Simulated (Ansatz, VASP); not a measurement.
# Two plane-wave programs on Na3SF

```
CELL_PARAMETERS angstrom
6.29521 0.00000 0.00000
0.00000 6.29521 0.00000
0.00000 0.00000 4.52510
ATOMIC_POSITIONS crystal
Na 0.80665 0.30665 0.00000
Na 0.69335 0.80665 0.00000
Na 0.50000 0.50000 0.50000
Na 0.19335 0.69335 0.00000
Na 0.30665 0.19335 0.00000
Na 0.00000 0.00000 0.50000
S 0.00000 0.50000 0.50000
S 0.50000 0.00000 0.50000
F 0.50000 0.50000 0.00000
F 0.00000 0.00000 0.00000
```

Alike in both runs: functional PBE; k mesh 4 × 4 × 6; occupations gaussian, width 0.02 eV; no spin polarisation.

Ansatz relaxed the structure, and its values are those at the end. VASP's run is a single point on that final structure, the one shown.

```csv
,VASP,Ansatz
version,VASP 6.6.1,Ansatz 0.2.0
potentials or method,"VASP PAW PBE potentials, release 64 (Na_pv, S, F), cutoff 520 eV","scalar-relativistic, plane waves, PAW"
valence electrons in the cell,68,80
```

Ansatz gave:

```
gap on the k mesh at the Fermi level (eV) : 2.31
least direct gap on the mesh (eV)         : 2.45
pressure (GPa)                            : 0.0
```

What did VASP give for the same quantities?

gap on the k mesh at the Fermi level (eV): 2.30; least direct gap on the mesh (eV): 2.45; pressure (GPa): 0.0.

VASP's potentials hold 68 valence electrons a cell and Ansatz's 80, so a difference there can come from the potentials and not from the codes.
